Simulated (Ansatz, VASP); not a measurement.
# One calculation of Te2Mo, two programs

The input INCAR:

```
SYSTEM = Te2Mo
  PREC = Accurate
  ENCUT = 520
  EDIFF = 1E-6
  ISMEAR = 0
  SIGMA = 0.01
  LREAL = .False.
  LASPH = .True.
  NELM = 60
  ALGO = Normal
  ISIF = 2
  LWAVE = .False.
  LCHARG = .False.
  GGA = CA
  NBANDS = 35
```

File KPOINTS:

```
Automatic mesh
0
Gamma
  12 12 2
  0 0 0
```

Contents of POSCAR:

```
Te2Mo
1.0
    3.5421276629      0.0000000000      0.0000000000
   -1.7710638315      3.0675725395      0.0000000000
    0.0000000000      0.0000000000     14.1766429168
Te Mo
4 2
Direct
    0.3333333333      0.6666666667      0.6234149329
    0.6666666667      0.3333333333      0.1234149329
    0.3333333333      0.6666666667      0.8765850671
    0.6666666667      0.3333333333      0.3765850671
    0.3333333333      0.6666666667      0.2500000000
    0.6666666667      0.3333333333      0.7500000000
```

Input for Ansatz:

```yaml
crystal:
  lattice:
    - [3.5421276629, 0.0, 0.0]
    - [-1.7710638315, 3.0675725395, 0.0]
    - [0.0, 0.0, 14.1766429168]
  atoms:
    - { symbol: Te, position: [0.3333333333, 0.6666666667, 0.6234149329] }
    - { symbol: Te, position: [0.6666666667, 0.3333333333, 0.1234149329] }
    - { symbol: Te, position: [0.3333333333, 0.6666666667, 0.8765850671] }
    - { symbol: Te, position: [0.6666666667, 0.3333333333, 0.3765850671] }
    - { symbol: Mo, position: [0.3333333333, 0.6666666667, 0.25] }
    - { symbol: Mo, position: [0.6666666667, 0.3333333333, 0.75] }
kpoints:
  mp_grid: { grid: [12, 12, 2] }
  band_path:
    path:
      - [0.0, 0.0, 0.0]
      - [0.5, 0.0, 0.0]
      - [0.3333333333, 0.3333333333, 0.0]
      - [0.0, 0.0, 0.5]
      - [0.5, 0.0, 0.5]
      - [0.3333333333, 0.3333333333, 0.5]
      - [0.195312, 0.197917, 0.0]
    npoints: 1
hamiltonian:
  xc: lda
scf:
  occupations: { method: fixed }
  n_extra_bands: 5
output:
  forces: true
  stress: true
  eigenvalues: true
```

Alike in both runs: task single point; functional LDA; k mesh 12 × 12 × 2; no spin polarisation.

```csv
,VASP,Ansatz
version,VASP 6.6.1,Ansatz 0.2.0
potentials or method,"VASP PAW LDA potentials, release 64 (Te, Mo_sv)","plane waves, PAW"
plane-wave cutoff (eV),520,420
occupations,"gaussian, width 0.01 eV",fixed
valence electrons in the cell,52,92
```

Ansatz gave:

- gap on the k mesh at the Fermi level (eV): 0.79
- pressure (GPa): -3.8
- traceless stress, the component that is largest in VASP (GPa): 0.48
- rms of the force components (eV/Å): 0.133

**Question.** What did VASP give for the same quantities?

**Answer.** gap on the k mesh at the Fermi level (eV): 0.78; pressure (GPa): -3.6; traceless stress, the component that is largest in VASP (GPa): 0.59; rms of the force components (eV/Å): 0.108.

LDA's correlation is that of Perdew and Zunger in VASP and of Perdew and Wang (1992) in Ansatz. Atom by atom the forces differ by 0.025 eV/Å (rms over components). VASP's potentials hold 52 valence electrons a cell and Ansatz's 92, so a difference there can come from the potentials and not from the codes.

Spin-orbit coupling is off throughout.
